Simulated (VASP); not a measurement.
**ScAl3: single point with PBE**

The system is ScAl3.

```
Sc Al
1.0
     4.08781    0.00000    0.00000
     0.00000    4.08781    0.00000
     0.00000    0.00000    4.08781
Sc Al
1 3
Direct
  0.00000 0.00000 0.00000
  0.50000 0.50000 0.00000
  0.00000 0.50000 0.50000
  0.50000 0.00000 0.50000
```

```json
{
 "Program": "VASP 6.6.1",
 "Task": "single point",
 "Functional": "PBE",
 "Potentials or basis": "VASP PAW PBE potentials, release 64 (Sc_sv, Al)",
 "Cutoff": "520 eV",
 "k mesh": "7 × 7 × 7",
 "Occupations": "gaussian, width 0.02 eV",
 "Spin": "no spin polarisation"
}
```

The pressure is 1.1 GPa and the band gap on the k mesh is zero (band 10 reaches 8.28 eV, above the bottom of band 11 at 4.60 eV).

Levels at points of the mesh, in eV from the Fermi level:
```tsv
k point	band 6	band 7	band 8	band 9	band 10	band 11	band 12	band 13	band 14	band 15
(0.00, 0.00, 0.00)	-2.47	-2.47	-1.66	-1.66	-1.66	1.42	1.46	1.46	1.46	4.93
```

Run time: 10 s on 1 thread of Intel(R) Xeon(R) 6975P-C (Granite Rapids), on a shared host, peak memory 0.17 GiB.
